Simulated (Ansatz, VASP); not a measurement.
ScAl4N: VASP beside Ansatz

The input INCAR:

```
SYSTEM = ScAl4N
PREC = Accurate ; ENCUT = 520
EDIFF = 1E-7 ; ISMEAR = 0
SIGMA = 0.1 ; LREAL = .False.
LASPH = .True. ; NELM = 150
ALGO = Normal ; ISIF = 2
LWAVE = .False. ; LCHARG = .False.
ISPIN = 2 ; MAGMOM = 0 0 0 0 0 1
LORBIT = 11 ; LMAXMIX = 4
GGA = PE ; NBANDS = 27
```

Contents of KPOINTS:

```
Automatic mesh
0
Gamma
  4 4 4
  0 0 0
```

Contents of POSCAR:

```
ScAl4N
1.0
    4.9156461321      0.0000000000      0.0000000000
    0.0000000000      2.3613283366      5.1448058023
    0.0000000000     -2.3613283366      5.1448058023
Sc Al N
1 4 1
Direct
    0.0000000000      0.3815744797      0.3815744797
    0.0000000000      0.6606515168      0.6606515168
    0.5000000000      0.5426803336      0.5426803336
    0.5000000000      0.5361384987      0.0363901943
    0.5000000000      0.0363901943      0.5361384987
    0.0000000000      0.8419354868      0.8419354868
```

Input for Ansatz:

```yaml
crystal:
  lattice:
    - [4.9156461321, 0.0, 0.0]
    - [0.0, 2.3613283366, 5.1448058023]
    - [0.0, -2.3613283366, 5.1448058023]
  atoms:
    - { symbol: Sc, position: [0.0, 0.3815744797, 0.3815744797] }
    - { symbol: Al, position: [0.0, 0.6606515168, 0.6606515168] }
    - { symbol: Al, position: [0.5, 0.5426803336, 0.5426803336] }
    - { symbol: Al, position: [0.5, 0.5361384987, 0.0363901943] }
    - { symbol: Al, position: [0.5, 0.0363901943, 0.5361384987] }
    - { symbol: "N", position: [0.0, 0.8419354868, 0.8419354868], spin: 1.0 }
basis:
  ecutwfc: 420
kpoints:
  mp_grid: { grid: [4, 4, 4] }
hamiltonian:
  xc: pbe
scf:
  occupations: { method: gaussian, width: 0.1 }
  lower_state_search: "off"
output:
  forces: true
  stress: true
  eigenvalues: true
  populations: true
magnetization:
  spin_polarized: true
```

Change from the starting cell: species swapped into the GdFeNi4 type (Amm2, No. 38).

Alike in both runs: task single point; functional PBE; k mesh 4 × 4 × 4; occupations gaussian, width 0.1 eV; collinear spin.

|  | VASP | Ansatz |
| --- | --- | --- |
| version | VASP 6.6.1 | Ansatz 0.2.0 |
| potentials or method | VASP PAW PBE potentials, release 64 (Sc_sv, Al, N), cutoff 520 eV | scalar-relativistic, plane waves, PAW |
| valence electrons in the cell | 28 | 28 |

VASP gave:

| Property | Result |
| --- | --- |
| gap on the k mesh at the Fermi level (eV) | none |
| pressure (GPa) | 0.1 |
| traceless stress, the component that is largest in VASP (GPa) | 0.09 |
| rms of the force components (eV/Å) | 0.004 |
| net moment per atom (μB) | 0.00 |

Q: What did Ansatz give for the same quantities?

A: gap on the k mesh at the Fermi level (eV): none; pressure (GPa): 0.0; traceless stress, the component that is largest in VASP (GPa): 0.03; rms of the force components (eV/Å): 0.003; net moment per atom (μB): 0.00.

Atom by atom the forces differ by 0.003 eV/Å (rms over components). A gap of «none» marks a metal or a gap that the smearing closes. The functional is the same, so the differences come from potentials, cutoffs and numerics. Ansatz's warnings: seeded moment not kept.

The k mesh is coarse, so the values compare programs but aren't converged.
